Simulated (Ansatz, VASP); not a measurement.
# SiO2 in VASP and in Ansatz

The input INCAR:

```
SYSTEM = SiO2
  ALGO = Normal
  EDIFF = 1E-6
  ENCUT = 520
  GGA = CA
  ISIF = 2
  ISMEAR = 0
  LASPH = .TRUE.
  LCHARG = .FALSE.
  LREAL = .FALSE.
  LWAVE = .FALSE.
  NBANDS = 25
  NELM = 60
  PREC = Accurate
  SIGMA = 0.05
```

KPOINTS

```
k-points
0
G
  6 6 8
  0 0 0
```

POSCAR

```
SiO2
1.0
    4.2299000000      0.0000000000      0.0000000000
    0.0000000000      4.2299000000      0.0000000000
    0.0000000000      0.0000000000      2.5336000000
Si O
2 4
Direct
    0.5000000000      0.5000000000      0.5000000000
    0.0000000000      0.0000000000      0.0000000000
    0.6944252994      0.6944252994      0.0000000000
    0.1944252994      0.8055747006      0.5000000000
    0.3055747006      0.3055747006      0.0000000000
    0.8055747006      0.1944252994      0.5000000000
```

Input for Ansatz:

```yaml
crystal:
  lattice:
    - [4.2299, 0.0, 0.0]
    - [0.0, 4.2299, 0.0]
    - [0.0, 0.0, 2.5336]
  atoms:
    - { symbol: Si, position: [0.5, 0.5, 0.5] }
    - { symbol: Si, position: [0.0, 0.0, 0.0] }
    - { symbol: O, position: [0.6944252994, 0.6944252994, 0.0] }
    - { symbol: O, position: [0.1944252994, 0.8055747006, 0.5] }
    - { symbol: O, position: [0.3055747006, 0.3055747006, 0.0] }
    - { symbol: O, position: [0.8055747006, 0.1944252994, 0.5] }
basis:
  ecutwfc: 520.0
kpoints:
  mp_grid: { grid: [6, 6, 8] }
hamiltonian:
  xc: lda
  pseudopotentials: { kind: paw, azcp: { folder: soft_1 } }
scf:
  occupations: { method: gaussian, width: 0.05 }
output:
  forces: true
  stress: true
  eigenvalues: true
```

Alike in both runs: task single point; functional LDA; k mesh 6 × 6 × 8; occupations gaussian, width 0.05 eV; no spin polarisation.

|  | VASP | Ansatz |
| --- | --- | --- |
| version | VASP 6.6.1 | Ansatz 0.2.0 |
| potentials or method | VASP PAW LDA potentials, release 64 (Si, O), cutoff 520 eV | scalar-relativistic, plane waves, PAW |
| valence electrons in the cell | 32 | 32 |

Ansatz gave:

* gap on the k mesh at the Fermi level (eV): 6.23
* least direct gap on the mesh (eV): 6.23
* pressure (GPa): 8.8
* traceless stress, the component that is largest in VASP (GPa): 24.77
* rms of the force components (eV/Å): 0.127

Q: Which values does VASP return?

A: gap on the k mesh at the Fermi level (eV): 6.22; least direct gap on the mesh (eV): 6.22; pressure (GPa): 10.0; traceless stress, the component that is largest in VASP (GPa): 25.73; rms of the force components (eV/Å): 0.096.

Ansatz warns that its potentials were made for another functional, while VASP's fit it. LDA's correlation is that of Perdew and Zunger in VASP and of Perdew and Wang (1992) in Ansatz. Atom by atom the forces differ by 0.031 eV/Å (rms over components).
